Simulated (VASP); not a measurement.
Runs of VASP 6.6.1 on Cd. The structure is that of space group Pm-3m (No. 221), or close to it. The cells are those of the table. 

| task | cell | k mesh | cutoff (eV) | gap on the mesh (eV) | pressure (GPa) | relaxed volume (Å³/atom) |
| --- | --- | --- | --- | --- | --- | --- |
| single point | a = 3.011, b = 3.011, c = 3.004 Å, 1 atom | 6 × 6 × 6 | 520 | none | 0.3 | - |
| relaxation of cell and atoms | relaxed from a = 3.009 Å, 1 atom | 18 × 18 × 18 | 600 | none | 0.0 | (a) |
| relaxation of cell and atoms | relaxed from a = 2.933, b = 2.933, c = 3.176 Å, 1 atom | 6 × 6 × 6 | 600 | none | -0.1 | 27.48 |
| single point | a = 2.997 Å, 1 atom | 18 × 18 × 18 | 520 | none | 0.3 | - |

Alike in all rows: level PBE; potentials or basis VASP PAW PBE potentials, release 64 (Cd); no spin polarisation; smearing gaussian 0.1 eV.

Estimate the missing entries.

(a) 27.01.

A k mesh can miss the band edges, and the runs leave out spin-orbit coupling on Cd.

A gap of «none» marks levels without a gap at the run's occupations.
